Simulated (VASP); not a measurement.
Runs of VASP 6.6.1 on ZnCu. The structure is that of space group Pm-3m (No. 221), or close to it. The cells are those of the table. 

```csv
task,cell,gap on the mesh (eV),pressure (GPa)
single point,"a = 2.945, b = 2.945, c = 3.004 Å, 2 atoms",none,-6.3
single point,"a = 2.945, b = 2.945, c = 2.974 Å, 2 atoms",none,(b)
electric field gradients,"a = 2.945, b = 2.945, c = 2.886 Å, 2 atoms",none,-1.6
single point,"a = 2.945, b = 2.945, c = 2.916 Å, 2 atoms",none,-2.9
single point,"a = 2.974, b = 2.974, c = 2.945 Å, 2 atoms",none,-6.3
single point,"a = 3.004, b = 3.004, c = 2.945 Å, 2 atoms",none,(a)
electric field gradients,"a = 2.916, b = 2.916, c = 2.945 Å, 2 atoms",none,-1.7
```

Alike in all rows: level PBEsol; potentials or basis VASP PAW PBE potentials, release 64 (Zn, Cu); no spin polarisation; k mesh 14 × 14 × 14; cutoff (eV) 520; smearing fermi-dirac 0.05 eV.

**Question.** Estimate the missing entries.

**Answer.** (a) -8.2; (b) -5.2.

Caveats: the PAW data sets were made with another functional, which shifts forces and pressure a little; the cell stands under tension (at least some runs).

A gap of «none» marks levels without a gap at the run's occupations.
